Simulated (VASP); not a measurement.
A run of VASP 6.6.1 is set up as follows.

File POSCAR:

```
Al31SbN32
1.0
    8.7554440000      0.0000000000      0.0000000000
    0.0000000000      8.7554440000      0.0000000000
    0.0000000000      0.0000000000      8.7554440000
Al Sb N
31 1 32
Direct
    0.9995920000      0.0000540000      0.9998650000
    0.0006170000      0.0010670000      0.5001670000
    0.0005580000      0.4994450000      0.9988910000
    0.9991100000      0.4995240000      0.5003320000
    0.4989870000      0.0010180000      0.9988750000
    0.4990820000      0.9995570000      0.5003110000
    0.4991810000      0.4996100000      0.0004000000
    0.2491440000      0.2496030000      0.9990500000
    0.2473390000      0.2477490000      0.4963170000
    0.2479600000      0.7510550000      0.0000210000
    0.2406810000      0.7562370000      0.5024130000
    0.7506270000      0.2484080000      0.0000300000
    0.7558370000      0.2411540000      0.5024060000
    0.7500170000      0.7505170000      0.0006960000
    0.7539440000      0.7543890000      0.4992260000
    0.2478110000      0.9997220000      0.2487590000
    0.2491040000      0.0009620000      0.7504420000
    0.2408600000      0.4975950000      0.2438680000
    0.2474790000      0.5032530000      0.7519030000
    0.7500430000      0.9994740000      0.2494000000
    0.7506320000      0.9998600000      0.7516020000
    0.7537130000      0.5003440000      0.2458360000
    0.7558130000      0.4975550000      0.7585390000
    0.9993160000      0.2482430000      0.2487560000
    0.0005000000      0.2495370000      0.7504400000
    0.9990120000      0.7504990000      0.2493780000
    0.9994250000      0.7510920000      0.7516360000
    0.4971500000      0.2413300000      0.2438320000
    0.5028300000      0.2479110000      0.7518900000
    0.4999050000      0.7541510000      0.2458470000
    0.4970790000      0.7562320000      0.7585230000
    0.5118360000      0.5122550000      0.4879260000
    0.1249960000      0.1254450000      0.1238990000
    0.1260460000      0.1265250000      0.6251610000
    0.1220040000      0.6260530000      0.1223950000
    0.1232750000      0.6252850000      0.6259920000
    0.6255960000      0.1224530000      0.1223720000
    0.6248420000      0.1237340000      0.6259640000
    0.6240370000      0.6244730000      0.1251150000
    0.6366580000      0.6371530000      0.6455080000
    0.3742430000      0.3747130000      0.1262600000
    0.3755480000      0.3759910000      0.6238220000
    0.3737870000      0.8771070000      0.1230350000
    0.3740910000      0.8742180000      0.6256580000
    0.8766490000      0.3742250000      0.1230350000
    0.8737260000      0.3745590000      0.6256680000
    0.8747230000      0.8751840000      0.1250880000
    0.8767750000      0.8772340000      0.6260840000
    0.3738960000      0.1237210000      0.3747870000
    0.3747820000      0.1266100000      0.8737040000
    0.3537680000      0.6371030000      0.3636350000
    0.3740010000      0.6252820000      0.8762920000
    0.8772860000      0.1223840000      0.3740490000
    0.8757740000      0.1254140000      0.8748190000
    0.8748740000      0.6244490000      0.3756330000
    0.8772070000      0.6261320000      0.8778540000
    0.1232640000      0.3743580000      0.3748040000
    0.1261280000      0.3752350000      0.8737410000
    0.1219550000      0.8777310000      0.3740420000
    0.1250030000      0.8762450000      0.8748230000
    0.6366580000      0.3541620000      0.3635950000
    0.6248240000      0.3744690000      0.8762900000
    0.6240250000      0.8753340000      0.3756180000
    0.6256700000      0.8776610000      0.8778580000
```

Contents of INCAR.step1:

```
SYSTEM = Al31SbN32
PREC = Accurate ; ENCUT = 520
EDIFF = 1E-5 ; ISMEAR = -1
SIGMA = 0.05 ; LREAL = Auto
LASPH = .TRUE. ; NELM = 200
ALGO = Normal ; ISIF = 2
LWAVE = .TRUE. ; LCHARG = .FALSE.
ISPIN = 2 ; MAGMOM = 0 0 0 0 0 0 0 0 0 0 0 0 0 0 0 0 0 0 0 0 0 0 0 0 0 0 0 0 0 0 0 0.2 0 0 0 0 0 0 0 0.2 0 0.2 0 0 0 0 0 0 0 0 0.2 0 0 0 0 0 0 0 0 0 0.2 0 0 0
LORBIT = 11 ; GGA = PE
NELECT = 257.0 ; NBANDS = 171
GGA_COMPAT = .FALSE. ; NCORE = 4
```

The input INCAR.step2:

```
SYSTEM = Al31SbN32
PREC = Accurate ; ENCUT = 520
EDIFF = 1E-6 ; ISMEAR = -1
SIGMA = 0.05 ; LREAL = Auto
LASPH = .TRUE. ; NELM = 200
ALGO = Normal ; ISIF = 2
LWAVE = .FALSE. ; LCHARG = .FALSE.
ISPIN = 2 ; MAGMOM = 0 0 0 0 0 0 0 0 0 0 0 0 0 0 0 0 0 0 0 0 0 0 0 0 0 0 0 0 0 0 0 0.2 0 0 0 0 0 0 0 0.2 0 0.2 0 0 0 0 0 0 0 0 0.2 0 0 0 0 0 0 0 0 0 0.2 0 0 0
LORBIT = 11 ; GGA = PE
LHFCALC = .TRUE. ; HFSCREEN = 0.2079
PRECFOCK = Fast ; ISTART = 1
NELECT = 257.0 ; NBANDS = 171
GGA_COMPAT = .FALSE. ; NCORE = 4
```

File KPOINTS:

```
regular mesh
0
G
  1 1 1
  0 0 0
```

Potentials or basis: VASP PAW PBE potentials, release 64 (Al, Sb, N).

Launch:

```console
$ cat potpaw_PBE.64/Al/POTCAR potpaw_PBE.64/Sb/POTCAR potpaw_PBE.64/N/POTCAR > POTCAR
$ cp INCAR.step1 INCAR
$ mpirun -np 4 vasp_gam > vasp.out
$ cp INCAR.step2 INCAR
$ mpirun -np 4 vasp_gam > vasp.out
```

**Question.** Predict the site moments.

**Answer.** Al +0.00, -0.00 (each value once); Sb +0.13; N -0.00, +0.00, +0.12, -0.01 (each value once) μB.

**Question.** Predict the net moment.

**Answer.** 1.00 μB per cell.

Forces in eV/Å, atoms in the order of the input:
```
Al   0.043  0.036 -0.005
Al   0.046  0.042  0.008
Al   0.049  0.100 -0.010
Al   0.063  0.069 -0.021
Al   0.100  0.049 -0.010
Al   0.068  0.064 -0.021
Al   0.063  0.067 -0.030
Al  -0.020 -0.022 -0.013
Al  -0.096 -0.089 -0.043
Al  -0.046 -0.002 -0.014
Al  -0.094  0.045  0.014
Al  -0.006 -0.047 -0.017
Al   0.037 -0.100  0.014
Al   0.013  0.005 -0.062
Al   0.052  0.054 -0.035
Al  -0.023  0.062  0.025
Al  -0.029  0.053  0.063
Al  -0.101  0.064 -0.013
Al  -0.093  0.105  0.143
Al   0.000  0.080  0.010
Al   0.005  0.038  0.090
Al   0.058  0.094 -0.025
Al   0.036  0.076  0.145
Al   0.056 -0.022  0.025
Al   0.051 -0.023  0.064
Al   0.077 -0.001  0.013
Al   0.037  0.007  0.086
Al   0.060 -0.106 -0.012
Al   0.104 -0.088  0.144
Al   0.094  0.061 -0.027
Al   0.075  0.045  0.148
Sb   0.051  0.054 -0.059
N   -0.009 -0.011 -0.016
N    0.019  0.014 -0.050
N    0.026 -0.062 -0.007
N    0.026 -0.036 -0.033
N   -0.060  0.027 -0.006
N   -0.034  0.025 -0.033
N   -0.057 -0.055  0.012
N   -0.378 -0.387 -0.354
N   -0.012 -0.013  0.033
N    0.270  0.270 -0.268
N   -0.001 -0.046  0.008
N   -0.014 -0.079 -0.039
N   -0.041 -0.001  0.009
N   -0.072 -0.015 -0.038
N   -0.033 -0.033  0.002
N   -0.039 -0.043 -0.077
N   -0.032  0.022  0.003
N   -0.034  0.012 -0.051
N    0.371 -0.400  0.301
N   -0.032 -0.044 -0.062
N   -0.014  0.023  0.026
N   -0.010  0.001 -0.032
N   -0.047 -0.043  0.019
N   -0.015 -0.073 -0.062
N    0.024 -0.037  0.005
N    0.014 -0.034 -0.057
N    0.018 -0.018  0.028
N   -0.005 -0.012 -0.030
N   -0.397  0.376  0.304
N   -0.039 -0.035 -0.063
N   -0.046 -0.050  0.021
N   -0.076 -0.015 -0.068
```

Caveat: the k points lie up to 0.72 Å⁻¹ apart; the cell carries a net charge on a neutralising background, which shifts energy and pressure; the PAW data sets were made with another functional, which shifts forces and pressure a little.
